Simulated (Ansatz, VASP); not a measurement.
## One calculation of Sn3Se2S, two programs

```
Sn Se S
1.0
     6.35420   -5.98852    0.00000
     6.35420    5.98852    0.00000
     0.00000    0.00000    4.23864
Sn Se S
6 4 2
Direct
  0.79021 0.53057 0.25000
  0.46943 0.20979 0.25000
  0.12731 0.87269 0.25000
  0.53057 0.79021 0.75000
  0.20979 0.46943 0.75000
  0.87269 0.12731 0.75000
  0.02739 0.31173 0.25000
  0.68827 0.97261 0.25000
  0.31173 0.02739 0.75000
  0.97261 0.68827 0.75000
  0.34458 0.65543 0.25000
  0.65543 0.34458 0.75000
```

Alike in both runs: task single point; functional PBE; k mesh 2 × 2 × 4; occupations gaussian, width 0.1 eV; no spin polarisation.

|  | VASP | Ansatz |
| --- | --- | --- |
| version | VASP 6.6.1 | Ansatz 0.2.0 |
| potentials or method | VASP PAW PBE potentials, release 64 (Sn_d, Se, S), cutoff 520 eV | scalar-relativistic, plane waves, PAW |
| valence electrons in the cell | 120 | 160 |

|  | VASP | Ansatz | Ansatz less VASP |
| --- | --- | --- | --- |
| gap on the k mesh at the Fermi level (eV) | 0.58 | 0.59 | +0.007 |
| least direct gap on the mesh (eV) | 0.58 | 0.59 | +0.007 |
| pressure (GPa) | 0.1 | 0.1 | 0.00 |
| traceless stress, the component that is largest in VASP (GPa) | 0.24 | 0.22 | -0.012 |
| rms of the force components (eV/Å) | 0.022 | 0.024 | +0.0018 |

Atom by atom the forces differ by 0.005 eV/Å (rms over components). VASP's potentials hold 120 valence electrons a cell and Ansatz's 160, so a difference there can come from the potentials and not from the codes.
